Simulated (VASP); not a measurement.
# CoH (Fm-3m) in VASP: single point with PBEsol

Aim: the single point of CoH with PBEsol.

Everything below comes from runs of VASP 6.6.1. Logs are shortened: lines on timing, memory, paths and dates and some standing lists are left out, and cuts for length are marked.

## Step 1: The cell of the first run

It takes space group Fm-3m (No. 225, cubic). The conventional cell has a = 3.686 Å, b = 3.686 Å, c = 3.686 Å, α = 90.00°, β = 90.00°, γ = 90.00°. Within 2.4 Å of Co (site symmetry m-3m) lie 6 H at 1.84 Å. Within 2.4 Å of H (site symmetry m-3m) lie 6 Co at 1.84 Å.

## Step 2: Single point, PBEsol, collinear spin, antiferromagnetic start

Input file INCAR:

```
PREC = Accurate ; ENCUT = 520
EDIFF = 1E-6 ; ISMEAR = -1
SIGMA = 0.15 ; LREAL = False
LASPH = True ; NELM = 150
ALGO = Normal ; ISIF = 2
LWAVE = False ; LCHARG = False
ISPIN = 2 ; MAGMOM = 2 -2 0 0
LORBIT = 11 ; LMAXMIX = 4
GGA = PS ; NBANDS = 22
```

Input file KPOINTS:

```
regular mesh
0
Gamma
  15 15 15
```

Input file POSCAR:

```
CoH
1.0
    0.0000000000      3.6859200000      3.6859200000
    1.8429600000      0.0000000000      1.8429600000
    1.8429600000      1.8429600000      0.0000000000
Co H
2 2
Direct
    0.0000000000      0.0000000000      0.0000000000
    0.5000000000      0.0000000000      0.0000000000
    0.2500000000      0.5000000000      0.5000000000
    0.7500000000      0.5000000000      0.5000000000
```

Potentials or basis: VASP PAW PBE potentials, release 64 (Co, H).

The run is started by

```console
$ cat potpaw_PBE.64/Co/POTCAR potpaw_PBE.64/H/POTCAR > POTCAR
$ mpirun -np 1 vasp_std > vasp.out
```

OUTCAR:

```text
PREC = Accurate
   ENCUT = 520
   EDIFF = 1E-6
   ISMEAR = -1
   LREAL = False
   LASPH = True
   NELM = 150
   ISIF = 2
   ISPIN = 2
   LORBIT = 11
   GGA = PS

 ion  position               nearest neighbor table
   1  0.000  0.000  0.000-   4 1.84   3 1.84   4 1.84   3 1.84   4 1.84   3 1.84   2 2.61   2 2.61
                             2 2.61   2 2.61   2 2.61   2 2.61
   2  0.500  0.000  0.000-   3 1.84   3 1.84   4 1.84   3 1.84   4 1.84   4 1.84   1 2.61   1 2.61
                             1 2.61   1 2.61   1 2.61   1 2.61
   3  0.250  0.500  0.500-   1 1.84   1 1.84   2 1.84   1 1.84   2 1.84   2 1.84
   4  0.750  0.500  0.500-   2 1.84   1 1.84   2 1.84   1 1.84   2 1.84   1 1.84

  LATTYP: Found a trigonal (rhomboedric) cell.
 ALAT       =     4.5143116164
 COS(alpha) =     0.8333333333

  Lattice vectors:

 A1 = (   1.8429600000,  -1.8429600000,  -3.6859200000)
 A2 = (   3.6859200000,  -1.8429600000,  -1.8429600000)
 A3 = (   1.8429600000,  -3.6859200000,  -1.8429600000)

Analysis of symmetry for initial positions (statically):
=====================================================================
 Subroutine PRICEL returns following result:

  LATTYP: Found a face centered cubic cell.
 ALAT       =     3.6859200000
[... 12 lines left out ...]
 Subroutine GETGRP returns: Found 12 space group operations
 (whereof 12 operations were pure point group operations)
 out of a pool of 12 trial point group operations.

The static configuration has the point symmetry D_3d.

Analysis of symmetry for dynamics (positions and initial velocities):
=====================================================================
 Subroutine PRICEL returns following result:

  LATTYP: Found a face centered cubic cell.
 ALAT       =     3.6859200000
[... 12 lines left out ...]
 Subroutine GETGRP returns: Found 12 space group operations
 (whereof 12 operations were pure point group operations)
 out of a pool of 12 trial point group operations.

The dynamic configuration has the point symmetry D_3d.

Analysis of structural, dynamic, and magnetic symmetry:
=====================================================================
 Subroutine PRICEL returns following result:

  LATTYP: Found a face centered cubic cell.
 ALAT       =     3.6859200000
[... 12 lines left out ...]
 Subroutine GETGRP returns: Found 12 space group operations
 (whereof 12 operations were pure point group operations)
 out of a pool of 12 trial point group operations.

The overall configuration has the point symmetry D_3d.

 Subroutine INISYM returns: Found 12 space group operations
 (whereof 12 operations are pure point group operations),
 and found     2 'primitive' translations

[... 126 lines left out ...]
  energy-cutoff  :      520.00
  volume of cell :       25.04
 maximum number of plane-waves:       687
   NGX = 19   NGY =  9   NGZ =  9

 number of electron      19.9999987 magnetization       0.0000000

 number of electron      19.9999987 magnetization      -0.0000000

 Free energy of the ion-electron system (eV)
  ---------------------------------------------------
  ext. energy  EPLUGINS =         0.00000000
  ---------------------------------------------------
  free energy    TOTEN  =       -22.25358068 eV

  energy without entropy =      -21.90166521  energy(sigma->0) =      -22.07762295

 E-fermi :   9.9533     XC(G=0): -13.5660

 val. band max:        9.9478627263   @ k =   0.1333   0.2667   0.0667
 cond. band min:       9.9534833427   @ k =  -0.4667   0.4667   0.0667
 fundamental gap:      0.0056206164
 Fermi energy:         9.9533046261

 spin component 1

 k-point     1 :       0.0000    0.0000    0.0000
  band No.  band energies     occupation
      1      -2.3889      1.00000
      2       3.6077      1.00000
      3       5.0147      1.00000
      4       7.7328      1.00000
      5       7.7328      1.00000
      6       8.1246      0.99999
[... 589 lines left out ...]
     21      32.8145      0.00000
     22      35.5625      0.00000

 [... further k-points ...]

 spin component 2

 k-point     1 :       0.0000    0.0000    0.0000
  band No.  band energies     occupation
      1      -2.3889      1.00000
      2       3.6077      1.00000
      3       5.0147      1.00000
      4       7.7328      1.00000
      5       7.7328      1.00000
      6       8.1246      0.99999
[... 589 lines left out ...]
     21      32.8145      0.00000
     22      35.5625      0.00000

 [... further k-points ...]

------------------------ aborting loop because EDIFF is reached ----------------------------------------

  FORCE on cell =-STRESS in cart. coord.  units (eV):
  Direction    XX          YY          ZZ          XY          YZ          ZX
  --------------------------------------------------------------------------------------
  -------------------------------------------------------------------------------------
  Total       -1.3984272     -1.3984272     -1.3984272     -0.0176702      0.0176702     -0.0176702
  in kB      -89.4834511    -89.4834511    -89.4834511     -1.1306904      1.1306904     -1.1306904
  external PRESSURE =     -89.4834511 kB  Pullay stress =       0.0000000 kB

 VOLUME and BASIS-vectors are now :
 -----------------------------------------------------------------------------
  energy-cutoff  :      520.00
  volume of cell :       25.04
      direct lattice vectors                 reciprocal lattice vectors
     0.000000000  3.685920000  3.685920000    -0.135651343  0.135651343  0.135651343
     1.842960000  0.000000000  1.842960000     0.271302687 -0.271302687  0.271302687
     1.842960000  1.842960000  0.000000000     0.271302687  0.271302687 -0.271302687

 POSITION                                       TOTAL-FORCE (eV/Angst)
 -----------------------------------------------------------------------------------
      0.00000      0.00000      0.00000         0.000000      0.000000      0.000000
      0.00000      1.84296      1.84296         0.000000     -0.000000     -0.000000
      1.84296      1.84296      1.84296        -0.000000      0.000000     -0.000000
      1.84296      3.68592      3.68592        -0.000000      0.000000      0.000000
 -----------------------------------------------------------------------------------
    total drift:                               -0.000000     -0.000000      0.000000

  FREE ENERGIE OF THE ION-ELECTRON SYSTEM (eV)
  ---------------------------------------------------
  free  energy   TOTEN  =       -22.2535806834 eV

  energy  without entropy=      -21.9016652098  energy(sigma->0) =      -22.07762295

 total charge

# of ion       s       p       d       tot
------------------------------------------
    1        0.400   0.538   7.449   8.387
    2        0.400   0.538   7.449   8.387
    3        0.497   0.040   0.000   0.538
    4        0.497   0.040   0.000   0.538
--------------------------------------------------
tot          1.794   1.157  14.898  17.848

 magnetization (x)

# of ion       s       p       d       tot
------------------------------------------
    1        0.001  -0.001   0.504   0.504
    2       -0.001   0.001  -0.504  -0.504
    3        0.000   0.000   0.000   0.000
    4        0.000   0.000   0.000   0.000
--------------------------------------------------
tot          0.000   0.000   0.000   0.000
```

It took 7.6 min on 1 thread of Intel Xeon Platinum 8259CL at 2.50GHz (Skylake/Cascade Lake), shared host; peak memory 0.37 GiB.

Results:

| Quantity | Value |
| --- | --- |
| Free energy | -22.2536 eV |
| Pressure | -8.9 GPa |
| Band gap on the k mesh | zero (filled and empty bands overlap) |
| Net moment | 0.00 μB per cell |
| Site moments | Co +0.50, -0.50; H +0.00 μB |
| Valence electrons inside the program's atomic spheres | Co 8.39; H 0.54 |

Caveat: the cell stands under tension; the antiferromagnetic order is the one typed at the start, and another may lie lower; the PAW data sets were made with another functional, which shifts forces and pressure a little.
